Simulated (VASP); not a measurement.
# KBr (I4/mmm) in VASP: further runs

The runs below take KBr through single point, with PBEsol.

Program: VASP 6.6.1. These are calculated values, not measurements. Logs are shortened: lines on timing, memory, paths and dates and some standing lists are left out, and cuts for length are marked.

### 1 The cell of the first run

The structure is tetragonal, space group I4/mmm (No. 139). Conventional cell: a = 4.261 Å, b = 4.261 Å, c = 6.812 Å, α = 90.00°, β = 90.00°, γ = 90.00°. K (site symmetry 4/mmm) has 6 Br at 3.01 to 3.41 Å within 4.0 Å. Br (site symmetry 4/mmm) has 6 K at 3.01 to 3.41 Å within 4.0 Å.

### 2 Single point, PBEsol (strain -0.080 along x and y, +0.040 along z)

Contents of INCAR:

```
SYSTEM = KBr
PREC = Accurate
ENCUT = 520
EDIFF = 1E-6
ISMEAR = 0
SIGMA = 0.05
LREAL = .False.
LASPH = .True.
NELM = 60
ALGO = Normal
ISIF = 2
LWAVE = .False.
LCHARG = .False.
GGA = PS
NBANDS = 15
```

Contents of KPOINTS:

```
regular mesh
0
Gamma
  6 6 6
  0 0 0
```

Contents of POSCAR:

```
KBr
1.0
    0.0000000000      3.0128882984      3.4058737286
    3.0128882984      0.0000000000      3.4058737286
    3.0128882984      3.0128882984      0.0000000000
K Br
1 1
Direct
    0.0000000000      0.0000000000      0.0000000000
    0.5000000000      0.5000000000      0.5000000000
```

Potentials or basis: VASP PAW PBE potentials, release 64 (K_sv, Br).

The run is started by

```bash
$ cat potpaw_PBE.64/K_sv/POTCAR potpaw_PBE.64/Br/POTCAR > POTCAR
$ mpirun -np 1 vasp_std > vasp.out
```

OUTCAR:

```text
SYSTEM = KBr
   PREC = Accurate
   ENCUT = 520
   EDIFF = 1E-6
   ISMEAR = 0
   LREAL = .False.
   LASPH = .True.
   NELM = 60
   ISIF = 2
   GGA = PS

 ion  position               nearest neighbor table
   1  0.000  0.000  0.000-   2 3.01   2 3.01   2 3.01   2 3.01
   2  0.500  0.500  0.500-   1 3.01   1 3.01   1 3.01   1 3.01

  LATTYP: Found a body centered tetragonal cell.
 ALAT       =     4.2608674935
 C/A-ratio  =     1.5986762009

  Lattice vectors:

 A1 = (  -3.0128882984,   0.0000000000,   3.4058737286)
 A2 = (   3.0128882984,   0.0000000000,   3.4058737286)
 A3 = (   0.0000000000,   3.0128882984,  -3.4058737286)

Analysis of symmetry for initial positions (statically):
=====================================================================
 Subroutine PRICEL returns:
 Original cell was already a primitive cell.

 Routine SETGRP: Setting up the symmetry group for a
 body centered tetragonal supercell.

 Subroutine GETGRP returns: Found 16 space group operations
 (whereof 16 operations were pure point group operations)
 out of a pool of 16 trial point group operations.

The static configuration has the point symmetry D_4h.

Analysis of symmetry for dynamics (positions and initial velocities):
=====================================================================
 Subroutine PRICEL returns:
 Original cell was already a primitive cell.

 Routine SETGRP: Setting up the symmetry group for a
 body centered tetragonal supercell.

 Subroutine GETGRP returns: Found 16 space group operations
 (whereof 16 operations were pure point group operations)
 out of a pool of 16 trial point group operations.

The dynamic configuration has the point symmetry D_4h.

 Subroutine INISYM returns: Found 16 space group operations
 (whereof 16 operations are pure point group operations),
 and found     1 'primitive' translations

----------------------------------------------------------------------------------------

                                     Primitive cell

  volume of cell :      61.8336

  direct lattice vectors                    reciprocal lattice vectors
     0.000000000  3.012888298  3.405873729    -0.165953713  0.165953713  0.146805208
     3.012888298  0.000000000  3.405873729     0.165953713 -0.165953713  0.146805208
     3.012888298  3.012888298  0.000000000     0.165953713  0.165953713 -0.146805208

  length of vectors
     4.547248812  4.547248812  4.260867494     0.276826731  0.276826731  0.276826731

  position of ions in fractional coordinates (direct lattice)
     0.000000000  0.000000000  0.000000000
     0.500000000  0.500000000  0.500000000

  ion indices of the primitive-cell ions
   primitive index   ion index
                 1           1
                 2           2

----------------------------------------------------------------------------------------

 KPOINTS: regular mesh

Automatic generation of k-mesh.
 Grid dimensions read from file:
 generate k-points for:    6    6    6

 Generating k-lattice:

  Cartesian coordinates                     Fractional coordinates (reciprocal lattice)
    -0.027658952  0.027658952  0.024467535     0.166666667  0.000000000  0.000000000
     0.027658952 -0.027658952  0.024467535     0.000000000  0.166666667  0.000000000
     0.027658952  0.027658952 -0.024467535    -0.000000000 -0.000000000  0.166666667

  Length of vectors
     0.046137788  0.046137788  0.046137788

  Shift w.r.t. Gamma in fractional coordinates (k-lattice)
     0.000000000  0.000000000  0.000000000

 Subroutine IBZKPT returns following result:
 ===========================================

 Found     30 irreducible k-points:

 Following reciprocal coordinates:
            Coordinates               Weight
  0.000000  0.000000  0.000000      1.000000
  0.166667 -0.000000  0.000000      8.000000
  0.333333 -0.000000  0.000000      8.000000
  0.500000 -0.000000  0.000000      4.000000
  0.166667  0.166667  0.000000      2.000000
  0.333333  0.166667  0.000000      8.000000
[... 16 lines left out ...]
  0.333333  0.000000  0.333333      4.000000
  0.500000  0.000000  0.333333     16.000000
 [... further k-points ...]
   k-points           NKPTS =     30   k-points in BZ     NKDIM =     30   number of bands    NBANDS=     15
   number of dos      NEDOS =    301   number of ions     NIONS =      2
   total plane-waves  NPLWV =  41472
   dimension x,y,z NGX =    36 NGY =   36 NGZ =   32
   dimension x,y,z NGXF=    72 NGYF=   72 NGZF=   64
   ions per type =               1   1
   NGX,Y,Z   is equivalent  to a cutoff of  13.16, 13.16, 12.49 a.u.
   NGXF,Y,Z  is equivalent  to a cutoff of  26.32, 26.32, 24.97 a.u.
 SYSTEM =  KBr
   PREC   = accura    normal or accurate (medium, high low for compatibility)
   ISTART =      0    job   : 0-new  1-cont  2-samecut
   ICHARG =      2    charge: 1-file 2-atom 10-const
   ISPIN  =      1    spin polarized calculation?
   LNONCOLLINEAR =      F non collinear calculations
   LSORBIT =      F    spin-orbit coupling
   LASPH  =      T    aspherical Exc in radial PAW
   ENCUT  =  520.0 eV  38.22 Ry    6.18 a.u.   8.45  8.45  7.92*2*pi/ulx,y,z
   NELM   =     60;   NELMIN=  2; NELMDL= -5     # of ELM steps
   EDIFF  = 0.1E-05   stopping-criterion for ELM
   LREAL  =      F    real-space projection
   EDIFFG = 0.1E-04   stopping-criterion for IOM
   NSW    =      0    number of steps for IOM
   IBRION =     -1    ionic relax: 0-MD 1-quasi-New 2-CG
   NFREE  =      0    steps in history (QN), initial steepest desc. (CG)
   ISIF   =      2    stress and relaxation
   ISYM   =      2    0-nonsym 1-usesym 2-fastsym
   POTIM  = 0.5000    time-step for ionic-motion
   TEBEG  =    0.0;   TEEND  =   0.0 temperature during run
   PSTRESS=    0.0 pullay stress
   NELECT =      16.0000    total number of electrons
   NUPDOWN=      -1.0000    fix difference up-down
   EMIN   =  10.00;   EMAX   =-10.00  energy-range for DOS
   EFERMI =   0.00;   METHOD = LEGACY
   ISMEAR =     0;   SIGMA  =   0.05  broadening in eV -4-tet -1-fermi 0-gaus
   EFERMI_NEDOS =   21; number of points for ismear=-14 and -15
   IALGO  =     38    algorithm
   IMIX   =      4    mixing-type and parameters
     AMIX     =   0.40;   BMIX     =  1.00
     AMIX_MAG =   1.60;   BMIX_MAG =  1.00
  volume/ion in A,a.u.               =      30.92       208.64
  Fermi-wavevector in a.u.,A,eV,Ry     =   1.043214  1.971388 14.807151  1.088295
  Thomas-Fermi vector in A             =   2.177913
   LORBIT       =      0    0 simple, 1 ext, 2 COOP (PROOUT), +10 PAW based schemes
   GGA     = PS    functional components
   LHFCALC =     F    Hartree Fock is set to
   AEXX    =    0.0000 exact exchange contribution
   IVDW    =     0    specifies the selected vdW correction
   LEPSILON=     F    determine dielectric tensor
   LRPA    =     F    only Hartree local field effects (RPA)
 non-spin polarized calculation
 Gauss-broadening in eV      SIGMA  =   0.05
  energy-cutoff  :      520.00
  volume of cell :       61.83
 maximum number of plane-waves:      1685
 NGX is ok and might be reduce to    36
   NGX = 17   NGY = 17   NGZ = 15

 number of electron      15.9999999 magnetization

 Free energy of the ion-electron system (eV)
  ---------------------------------------------------
  ext. energy  EPLUGINS =         0.00000000
  ---------------------------------------------------
  free energy    TOTEN  =        -6.28596154 eV

  energy without entropy =       -6.28596154  energy(sigma->0) =       -6.28596154

 E-fermi :  -0.8137     XC(G=0):  -8.1688

 val. band max:       -1.0933991759   @ k =   0.0000   0.0000   0.0000
 cond. band min:       3.4533830810   @ k =   0.0000   0.0000   0.0000
 fundamental gap:      4.5467822568
 Fermi energy:        -0.8137113818

 k-point     1 :       0.0000    0.0000    0.0000
  band No.  band energies     occupation
      1     -28.4628      2.00000
      2     -13.7006      2.00000
      3     -12.0440      2.00000
      4     -12.0440      2.00000
      5     -12.0148      2.00000
      6      -1.2522      2.00000
      7      -1.0934      2.00000
      8      -1.0934      2.00000
      9       3.4534      0.00000
     10       5.7830      0.00000
     11       6.6632      0.00000
     12       6.6632      0.00000
     13       7.1389      0.00000
     14       7.5619      0.00000
     15      10.6482      0.00000

 k-point     2 :       0.1667   -0.0000    0.0000
  band No.  band energies     occupation
      1     -28.4592      2.00000
      2     -13.7845      2.00000
      3     -12.0390      2.00000
      4     -12.0250      2.00000
      5     -11.9225      2.00000
      6      -1.6423      2.00000
      7      -1.3403      2.00000
      8      -1.2452      2.00000
      9       4.1830      0.00000
     10       6.0818      0.00000
     11       6.6406      0.00000
     12       7.0122      0.00000
     13       7.6259      0.00000
     14       8.0779      0.00000
     15      11.7312      0.00000

 k-point     3 :       0.3333   -0.0000    0.0000
  band No.  band energies     occupation
      1     -28.4519      2.00000
      2     -13.9278      2.00000
      3     -12.0401      2.00000
      4     -12.0288      2.00000
      5     -11.7052      2.00000
      6      -2.4091      2.00000
      7      -1.5895      2.00000
      8      -1.5236      2.00000
      9       5.2164      0.00000
     10       6.7483      0.00000
     11       7.5414      0.00000
     12       7.9707      0.00000
     13       8.8030      0.00000
     14       9.3574      0.00000
     15      10.6370      0.00000
[... 343 lines left out ...]
 k-point    23 :       0.3333    0.0000    0.3333
  band No.  band energies     occupation
      1     -28.4463      2.00000
      2     -13.7517      2.00000
      3     -12.1354      2.00000
      4     -12.0495      2.00000
      5     -11.9303      2.00000
      6      -2.2255      2.00000
      7      -1.5097      2.00000
      8      -1.4764      2.00000
      9       4.7127      0.00000
     10       5.6747      0.00000
     11       8.2207      0.00000
     12       9.1021      0.00000
     13       9.3860      0.00000
     14       9.3863      0.00000
     15      10.6414      0.00000

 k-point    24 :       0.5000    0.0000    0.3333
  band No.  band energies     occupation
      1     -28.4429      2.00000
      2     -13.6835      2.00000
      3     -12.1651      2.00000
      4     -12.0738      2.00000
      5     -12.0042      2.00000
      6      -2.1140      2.00000
      7      -1.7158      2.00000
      8      -1.5892      2.00000
      9       4.8381      0.00000
     10       6.6667      0.00000
     11       8.1927      0.00000
     12       8.8458      0.00000
     13       9.2209      0.00000
     14       9.7479      0.00000
     15      10.6092      0.00000

 [... further k-points ...]

------------------------ aborting loop because EDIFF is reached ----------------------------------------

  FORCE on cell =-STRESS in cart. coord.  units (eV):
  Direction    XX          YY          ZZ          XY          YZ          ZX
  --------------------------------------------------------------------------------------
  -------------------------------------------------------------------------------------
  Total        2.3140511      2.3140511     -0.1752708      0.0000000      0.0000000      0.0000000
  in kB       59.9596274     59.9596274     -4.5414609      0.0000000      0.0000000      0.0000000
  external PRESSURE =      38.4592646 kB  Pullay stress =       0.0000000 kB

 VOLUME and BASIS-vectors are now :
 -----------------------------------------------------------------------------
  energy-cutoff  :      520.00
  volume of cell :       61.83
      direct lattice vectors                 reciprocal lattice vectors
     0.000000000  3.012888298  3.405873729    -0.165953713  0.165953713  0.146805208
     3.012888298  0.000000000  3.405873729     0.165953713 -0.165953713  0.146805208
     3.012888298  3.012888298  0.000000000     0.165953713  0.165953713 -0.146805208

 POSITION                                       TOTAL-FORCE (eV/Angst)
 -----------------------------------------------------------------------------------
      0.00000      0.00000      0.00000        -0.000000     -0.000000      0.000000
      3.01289      3.01289      3.40587         0.000000      0.000000     -0.000000
 -----------------------------------------------------------------------------------
    total drift:                                0.000000      0.000000      0.000000

  FREE ENERGIE OF THE ION-ELECTRON SYSTEM (eV)
  ---------------------------------------------------
  free  energy   TOTEN  =        -6.2859615357 eV

  energy  without entropy=       -6.2859615357  energy(sigma->0) =       -6.28596154
```

Wall time 36 s (1 thread of AMD EPYC 7R13, shared host); peak memory 0.17 GiB.

What came out:

- Free energy: -6.2860 eV
- Pressure: 3.8 GPa
- Band gap on the k mesh: 4.55 eV

Stress tensor (GPa, compression positive):
```
 6.00  0.00  0.00
 0.00  6.00  0.00
 0.00  0.00 -0.45
```

Caveat: the cell differs from its parent crystal (strain -0.080 along x and y, +0.040 along z); the cell stands under pressure; the PAW data sets were made with another functional, which shifts forces and pressure a little.

[end of part 1 of 2]
